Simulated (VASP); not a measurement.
# Ta2O5 (Pmmm) in VASP: a series of runs, part 2 of 2

VASP 6.6.1. The steps go on from the part before.

**3. Single point, LDA**

This run uses another cell than the first one, of 13.43 Å³/atom.

The input, INCAR:

```
SYSTEM = Ta2O5
PREC = Accurate ; ENCUT = 600
EDIFF = 1E-6 ; ISMEAR = 0
SIGMA = 0.1 ; LREAL = .False.
LASPH = .True. ; NELM = 120
ALGO = Normal ; ISIF = 2
LWAVE = .False. ; LCHARG = .False.
NBANDS = 35 ; GGA_COMPAT = .False.
```

The input, KPOINTS:

```
regular mesh
0
Gamma
  6 6 4
  0 0 0
```

The input, POSCAR:

```
Ta2O5
1.0
    3.7004120000      0.0000000000      0.0000000000
    0.0000000000      3.8920940000      0.0000000000
    0.0000000000      0.0000000000      6.5267490000
Ta O
2 5
Direct
    0.5000000000      0.0000000000      0.5000000000
    0.0000000000      0.0000000000      0.0000000000
    0.5000000000      0.5000000000      0.5000000000
    0.0000000000      0.0000000000      0.6796550000
    0.0000000000      0.5000000000      0.0000000000
    0.5000000000      0.0000000000      0.0000000000
    0.0000000000      0.0000000000      0.3203450000
```

Potentials or basis: VASP PAW LDA potentials, release 64 (Ta_pv, O).

On the command line:

```console
cat potpaw_LDA.64/Ta_pv/POTCAR potpaw_LDA.64/O/POTCAR > POTCAR
mpirun -np 1 vasp_std > vasp.out
```

OUTCAR:

```text
SYSTEM = Ta2O5
   PREC = Accurate
   ENCUT = 600
   EDIFF = 1E-6
   ISMEAR = 0
   LREAL = .False.
   LASPH = .True.
   NELM = 120
   ISIF = 2

 ion  position               nearest neighbor table
   1  0.500  0.000  0.500-   3 1.95   3 1.95   7 2.19   4 2.19   4 2.19   7 2.19
   2  0.000  0.000  0.000-   6 1.85   6 1.85   5 1.95   5 1.95   4 2.09   7 2.09
   3  0.500  0.500  0.500-   1 1.95   1 1.95
   4  0.000  0.000  0.680-   2 2.09   1 2.19   1 2.19
   5  0.000  0.500  0.000-   2 1.95   2 1.95
   6  0.500  0.000  0.000-   2 1.85   2 1.85
   7  0.000  0.000  0.320-   2 2.09   1 2.19   1 2.19

  LATTYP: Found a simple orthorhombic cell.
 ALAT       =     3.7004120000
 B/A-ratio  =     1.0518001779
 C/A-ratio  =     1.7637898158

  Lattice vectors:

 A1 = (   3.7004120000,   0.0000000000,   0.0000000000)
 A2 = (   0.0000000000,   3.8920940000,   0.0000000000)
 A3 = (   0.0000000000,   0.0000000000,   6.5267490000)

Analysis of symmetry for initial positions (statically):
=====================================================================
 Subroutine PRICEL returns:
 Original cell was already a primitive cell.

 Routine SETGRP: Setting up the symmetry group for a
 simple orthorhombic supercell.

 Subroutine GETGRP returns: Found  8 space group operations
 (whereof  8 operations were pure point group operations)
 out of a pool of  8 trial point group operations.

The static configuration has the point symmetry D_2h.

Analysis of symmetry for dynamics (positions and initial velocities):
=====================================================================
 Subroutine PRICEL returns:
 Original cell was already a primitive cell.

 Routine SETGRP: Setting up the symmetry group for a
 simple orthorhombic supercell.

 Subroutine GETGRP returns: Found  8 space group operations
 (whereof  8 operations were pure point group operations)
 out of a pool of  8 trial point group operations.
[... 134 lines left out ...]
  Thomas-Fermi vector in A             =   2.471934
   LORBIT       =      0    0 simple, 1 ext, 2 COOP (PROOUT), +10 PAW based schemes
   GGA     = CA    functional components
   LHFCALC =     F    Hartree Fock is set to
   AEXX    =    0.0000 exact exchange contribution
   IVDW    =     0    specifies the selected vdW correction
   LEPSILON=     F    determine dielectric tensor
   LRPA    =     F    only Hartree local field effects (RPA)
 non-spin polarized calculation
 Gauss-broadening in eV      SIGMA  =   0.10
  energy-cutoff  :      600.00
  volume of cell :       94.00
 maximum number of plane-waves:      3160
 NGX is ok and might be reduce to    30
   NGX = 15   NGY = 15   NGZ = 27

 number of electron      51.9999979 magnetization

 Free energy of the ion-electron system (eV)
  ---------------------------------------------------
  ext. energy  EPLUGINS =         0.00000000
  ---------------------------------------------------
  free energy    TOTEN  =       -71.82569767 eV

  energy without entropy =      -71.82463140  energy(sigma->0) =      -71.82516454

 E-fermi :   2.0140     XC(G=0): -10.8166

 val. band max:        1.9088912037   @ k =   0.5000   0.5000   0.5000
 cond. band min:       2.1068256501   @ k =   0.5000   0.0000   0.0000
 fundamental gap:      0.1979344464
 Fermi energy:         2.0139997966

 k-point     1 :       0.0000    0.0000    0.0000
  band No.  band energies     occupation
      1     -34.6504      2.00000
      2     -34.3598      2.00000
      3     -34.2727      2.00000
      4     -32.5213      2.00000
      5     -32.3943      2.00000
      6     -32.1692      2.00000
[... 901 lines left out ...]
     34       8.7537      0.00000
     35       9.7985      0.00000

 [... further k-points ...]

------------------------ aborting loop because EDIFF is reached ----------------------------------------

  FORCE on cell =-STRESS in cart. coord.  units (eV):
  Direction    XX          YY          ZZ          XY          YZ          ZX
  --------------------------------------------------------------------------------------
  -------------------------------------------------------------------------------------
  Total       -6.6199719     -6.2200390     -5.1499908     -0.0000000      0.0000000      0.0000000
  in kB     -112.8330721   -106.0164796    -87.7782100     -0.0000000      0.0000000      0.0000000
  external PRESSURE =    -102.2092539 kB  Pullay stress =       0.0000000 kB

 VOLUME and BASIS-vectors are now :
 -----------------------------------------------------------------------------
  energy-cutoff  :      600.00
  volume of cell :       94.00
      direct lattice vectors                 reciprocal lattice vectors
     3.700412000  0.000000000  0.000000000     0.270240179  0.000000000  0.000000000
     0.000000000  3.892094000  0.000000000     0.000000000  0.256931102  0.000000000
     0.000000000  0.000000000  6.526749000     0.000000000  0.000000000  0.153215636

 POSITION                                       TOTAL-FORCE (eV/Angst)
 -----------------------------------------------------------------------------------
      1.85021      0.00000      3.26337        -0.000000      0.000000      0.000000
      0.00000      0.00000      0.00000        -0.000000      0.000000      0.000000
      1.85021      1.94605      3.26337        -0.000000      0.000000      0.000000
      0.00000      0.00000      4.43594         0.000000      0.000000     -0.004487
      0.00000      1.94605      0.00000        -0.000000      0.000000      0.000000
      1.85021      0.00000      0.00000        -0.000000      0.000000      0.000000
      0.00000      0.00000      2.09081        -0.000000      0.000000      0.004487
 -----------------------------------------------------------------------------------
    total drift:                                0.000000     -0.000000      0.000000

  FREE ENERGIE OF THE ION-ELECTRON SYSTEM (eV)
  ---------------------------------------------------
  free  energy   TOTEN  =       -71.8256976669 eV

  energy  without entropy=      -71.8246314043  energy(sigma->0) =      -71.82516454
```

OSZICAR:

```text
N       E                     dE             d eps       ncg     rms          rms(c)
DAV:   1     0.473053636632E+03    0.47305E+03   -0.31196E+04  3360   0.164E+03
DAV:   2    -0.549793998694E+02   -0.52803E+03   -0.51249E+03  4119   0.430E+02
DAV:   3    -0.875016441853E+02   -0.32522E+02   -0.32345E+02  3947   0.109E+02
DAV:   4    -0.879218404937E+02   -0.42020E+00   -0.41950E+00  4136   0.135E+01
DAV:   5    -0.879276605766E+02   -0.58201E-02   -0.58185E-02  4017   0.153E+00    0.461E+01
DAV:   6    -0.727617812957E+02    0.15166E+02   -0.68605E+01  3902   0.500E+01    0.173E+01
DAV:   7    -0.720939223460E+02    0.66786E+00   -0.52391E+00  3919   0.131E+01    0.114E+01
DAV:   8    -0.718834501384E+02    0.21047E+00   -0.81805E-01  3910   0.661E+00    0.209E+00
DAV:   9    -0.718299531036E+02    0.53497E-01   -0.11958E-01  3787   0.227E+00    0.711E-01
DAV:  10    -0.718268150747E+02    0.31380E-02   -0.13663E-02  4006   0.640E-01    0.394E-01
DAV:  11    -0.718259499876E+02    0.86509E-03   -0.56777E-03  3851   0.544E-01    0.208E-01
DAV:  12    -0.718257121848E+02    0.23780E-03   -0.73358E-04  3829   0.175E-01    0.495E-02
DAV:  13    -0.718257008574E+02    0.11327E-04   -0.16098E-04  3917   0.873E-02    0.342E-02
DAV:  14    -0.718256976573E+02    0.32001E-05   -0.21233E-05  3856   0.306E-02    0.620E-03
DAV:  15    -0.718256976669E+02   -0.95988E-08   -0.49983E-06  3569   0.125E-02
   1 F= -.71825698E+02 E0= -.71825165E+02  d E =-.106626E-02
```

Wall time 4.7 min (1 thread of Oxide Virtual Turin-like, shared host); peak memory 0.25 GiB.

Results:

| Item | Value |
| --- | --- |
| Free energy | -71.8257 eV |
| Pressure | -10.2 GPa |
| Largest force | 0.004 eV/Å |
| Band gap on the k mesh | 0.20 eV (least direct gap 0.37 eV) |

Forces in eV/Å, atoms in the order of the input:
```
Ta   0.000  0.000  0.000
Ta   0.000  0.000  0.000
O    0.000  0.000  0.000
O    0.000  0.000 -0.004
O    0.000  0.000  0.000
O    0.000  0.000  0.000
O    0.000  0.000  0.004
```

Caveat: the cell stands under tension; spin-orbit coupling is left out, which moves the levels of the heavy elements.

**4. Relaxation of cell and atoms, LDA**

This run uses another cell than the first one, of 13.43 Å³/atom.

The input, INCAR:

```
SYSTEM = Ta2O5
ALGO     = Normal         ! electronic algorithm
EDIFF    = 1E-7           ! SCF threshold, eV
EDIFFG   = -0.05          ! ionic threshold
ENCUT    = 600            ! plane-wave cutoff, eV
GGA_COMPAT= .FALSE.      
IBRION   = 2              ! ionic algorithm
ISIF     = 3              ! what is computed and relaxed
ISMEAR   = 0              ! smearing method
LASPH    = .TRUE.         ! aspherical terms in the spheres
LCHARG   = .FALSE.        ! write CHGCAR
LREAL    = .FALSE.        ! projectors in reciprocal space
LWAVE    = .FALSE.        ! write WAVECAR
NELM     = 120            ! most SCF steps
NELMIN   = 4            
NSW      = 100            ! ionic steps
PREC     = Accurate       ! precision mode
SIGMA    = 0.1            ! smearing width, eV
```

The input, KPOINTS:

```
k-points
0
G
  6 6 4
  0 0 0
```

POSCAR is that of step 3.

On the command line:

```console
cat potpaw_LDA.64/Ta_pv/POTCAR potpaw_LDA.64/O/POTCAR > POTCAR
mpirun -np 1 vasp_std > vasp.out
```

It took 20 min on 1 thread of Oxide Virtual Turin-like, shared host; peak memory 0.24 GiB.

It converged, with:

```
Free energy                           : -71.9701 eV
Relaxed volume                        : 12.79 Å³/atom
Relaxed cell                          : a = 3.657 Å, b = 3.844 Å, c = 6.367 Å, α = 90.00°, β = 90.00°, γ = 90.00°
Space group after relaxing (to 0.1 Å) : Pmmm (No. 47)
Energy gained by relaxing             : 20.6 meV/atom
Ionic steps                           : 8
Pressure after relaxing               : 0.0 GPa
Largest force after relaxing          : 0.034 eV/Å
Band gap on the k mesh                : 0.23 eV (least direct gap 0.39 eV)
```

Forces in eV/Å, atoms in the order of the input:
```
Ta   0.000  0.000  0.000
Ta   0.000  0.000  0.000
O    0.000  0.000  0.000
O    0.000  0.000 -0.034
O    0.000  0.000  0.000
O    0.000  0.000  0.000
O    0.000  0.000  0.034
```

Stress tensor (GPa, compression positive):
```
-0.06  0.00  0.00
 0.00  0.02  0.00
 0.00  0.00  0.02
```

Step by step:
```
step  energy change (eV)  largest force (eV/Å)  pressure (GPa)  volume (Å³)
   1              0.0000                0.0054          -10.21        94.00
   2              0.4467                0.0651           26.26        82.83
   3             -0.1300                0.0416           -0.55        90.23
   4             -0.1301                0.0423           -0.26        90.13
   5             -0.1427                0.0810            0.03        89.50
   6             -0.1429                0.0749           -0.01        89.57
   7             -0.1432                0.0043            0.02        89.44
   8             -0.1444                0.0340           -0.01        89.51
```

Final structure:
```
CELL_PARAMETERS angstrom
3.65682 0.00000 0.00000
0.00000 3.84434 0.00000
0.00000 0.00000 6.36687
ATOMIC_POSITIONS crystal
Ta 0.50000 0.00000 0.50000
Ta 0.00000 0.00000 0.00000
O 0.50000 0.50000 0.50000
O 0.00000 0.00000 0.67912
O 0.00000 0.50000 0.00000
O 0.50000 0.00000 0.00000
O 0.00000 0.00000 0.32088
```

Levels at points of the mesh, in eV from the valence-band top:
```csv
k point,band 22,band 23,band 24,band 25,band 26,band 27,band 28,band 29,band 30,band 31
"(0.00, 0.00, 0.00)",-1.88,-1.68,-1.03,-0.85,-0.73,0.31,0.80,1.19,2.00,2.23
"(0.50, 0.00, 0.00)",-2.60,-2.13,-1.75,-1.33,-1.24,0.23,0.32,2.41,3.33,3.52
"(0.00, 0.50, 0.00)",-2.77,-2.56,-1.59,-1.40,-0.88,0.57,2.07,3.95,3.98,5.50
"(0.50, 0.50, 0.00)",-2.39,-2.33,-1.62,-1.02,0.00,0.39,3.55,3.56,4.45,5.93
"(0.00, 0.00, 0.50)",-2.29,-1.99,-1.46,-0.87,-0.74,0.81,1.08,1.51,2.21,2.69
"(0.50, 0.00, 0.50)",-2.57,-2.26,-1.66,-1.35,-1.08,0.29,0.73,1.43,3.26,3.93
"(0.00, 0.50, 0.50)",-2.78,-2.67,-1.69,-1.64,-1.59,1.28,2.74,3.95,3.99,5.49
"(0.50, 0.50, 0.50)",-3.66,-3.42,-2.45,-0.95,0.00,0.82,3.35,3.59,4.38,5.74
```

Caveat: spin-orbit coupling is left out, which moves the levels of the heavy elements; the relaxation stopped at a loose force limit of 0.05 eV/Å, so its end isn't a converged minimum.

**5. Overview**

| task | cell | gap on the mesh (eV) | pressure (GPa) | largest force (eV/Å) |
| --- | --- | --- | --- | --- |
| single point | a = 3.649, b = 3.837, c = 6.366 Å, 7 atoms, atomic positions A | 0.24 | 1.3 | 0.01 |
| single point | a = 3.700, b = 3.892, c = 6.527 Å, 7 atoms, atomic positions B | 0.20 | -10.2 | - |
| relaxation of cell and atoms | relaxed from a = 3.700, b = 3.892, c = 6.527 Å, 7 atoms, atomic positions B | 0.23 | 0.0 | 0.03 |

Alike in all rows: level LDA; potentials or basis VASP PAW LDA potentials, release 64 (Ta_pv, O); no spin polarisation; k mesh 6 × 6 × 4; cutoff (eV) 600; smearing gaussian 0.1 eV.

Caveats: spin-orbit coupling is left out, which moves the levels of the heavy elements; the cell stands under tension (at least some runs); the relaxation stopped at a loose force limit of 0.05 eV/Å, so its end isn't a converged minimum (at least some runs).

Total energies depend on the potentials used, so only differences within one code and one set of settings carry meaning.
